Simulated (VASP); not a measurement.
Write the native input for VASP 6.6.1 that does the following.

| Quantity | Value |
| --- | --- |
| Task | relaxation of cell and atoms |
| Functional | PBEsol |
| Potentials or basis | VASP PAW PBE potentials, release 64 (V_sv) |
| Cutoff | 600 eV |
| k mesh | 20 × 20 × 20 |
| Occupations | gaussian, width 0.1 eV |
| Spin | no spin polarisation |
| Dipole correction | no |
| Further INCAR settings | ALGO = Fast; EDIFF = 1e-06; IBRION = 2; EDIFFG = -0.01; NSW = 80; ISIF = 3 |

The structure of V lies in POSCAR:

```
V
1.0
   -1.4831357492      1.4831357492      1.4831357492
    1.4831357492     -1.4831357492      1.4831357492
    1.4831357492      1.4831357492     -1.4831357492
V
1
Direct
    0.0000000000      0.0000000000      0.0000000000
```

These files were run (other wordings do the same):

INCAR

```
SYSTEM = V
PREC     = Accurate       ! precision mode
ENCUT    = 600            ! plane-wave cutoff, eV
EDIFF    = 1E-6           ! SCF threshold, eV
ISMEAR   = 0              ! smearing method
SIGMA    = 0.1            ! smearing width, eV
LREAL    = .FALSE.        ! projectors in reciprocal space
LASPH    = .TRUE.         ! aspherical terms in the spheres
NELM     = 80             ! most SCF steps
ALGO     = Fast           ! electronic algorithm
ISIF     = 3              ! what is computed and relaxed
LWAVE    = .FALSE.        ! write WAVECAR
LCHARG   = .FALSE.        ! write CHGCAR
GGA      = PS             ! functional
IBRION   = 2              ! ionic algorithm
NSW      = 80             ! ionic steps
EDIFFG   = -0.01          ! ionic threshold
```

KPOINTS

```
regular mesh
0
G
  20 20 20
  0 0 0
```

Potentials or basis: VASP PAW PBE potentials, release 64 (V_sv).

Command:

```console
$ cat potpaw_PBE.64/V_sv/POTCAR > POTCAR
$ mpirun -np 1 vasp_std > vasp.out
```

Results of the run:

| Property | Result |
| --- | --- |
| Relaxed volume | 12.96 Å³/atom |
| Relaxed cell | a = 2.563 Å, b = 2.563 Å, c = 2.563 Å, α = 109.47°, β = 109.47°, γ = 109.47° |
| Space group after relaxing (to 0.1 Å) | Im-3m (No. 229) |
| Energy gained by relaxing | 0.4 meV/atom |
| Ionic steps | 3 |
| Pressure after relaxing | 0.0 GPa |
| Band gap on the k mesh | zero (an odd number of electrons rules out a gap without spin polarisation) |

Caveat: the PAW data sets were made with another functional, which shifts forces and pressure a little.

Wall time 110 s on 1 thread of Intel Xeon 8259CL (shared host), peak memory 0.18 GiB.
